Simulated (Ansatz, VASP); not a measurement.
# InGa3P2: VASP beside Ansatz

```
In Ga P
1.0
     4.14082    0.00000    0.00000
    -2.07041    3.58606    0.00000
     0.00000    0.00000    7.86147
In Ga P
1 3 2
Direct
  0.00000 0.00000 0.00000
  0.33333 0.66667 0.50000
  0.66667 0.33333 0.50000
  0.00000 0.00000 0.50000
  0.00000 0.00000 0.72783
  0.00000 0.00000 0.27217
```

Alike in both runs: task relaxation of cell and atoms; functional PBE; k mesh 6 × 6 × 2; occupations gaussian, width 0.1 eV; no spin polarisation.

|  | VASP | Ansatz |
| --- | --- | --- |
| version | VASP 6.6.1 | Ansatz 0.2.0 |
| potentials or method | VASP PAW PBE potentials, release 64 (In_d, Ga_d, P), cutoff 600 eV | scalar-relativistic, plane waves, PAW |
| valence electrons in the cell | 62 | 62 |

Ansatz gave:

| Property | Result |
| --- | --- |
| gap on the k mesh at the Fermi level, each at its own relaxed structure (eV) | none |
| relaxed volume (Å³/atom) | 33.58 |
| relaxed cell length with the largest relative difference (Å) | 5.006 |

Question: Which values does VASP return?

Answer: gap on the k mesh at the Fermi level, each at its own relaxed structure (eV): none; relaxed volume (Å³/atom): 33.30; relaxed cell length with the largest relative difference (Å): 4.986.

A gap of «none» marks a metal or a gap that the smearing closes.

The k mesh is coarse, so the values compare programs but aren't converged. Noted on VASP's run: the volume moved by over 15 % at a fixed basis, so the end points are rough.
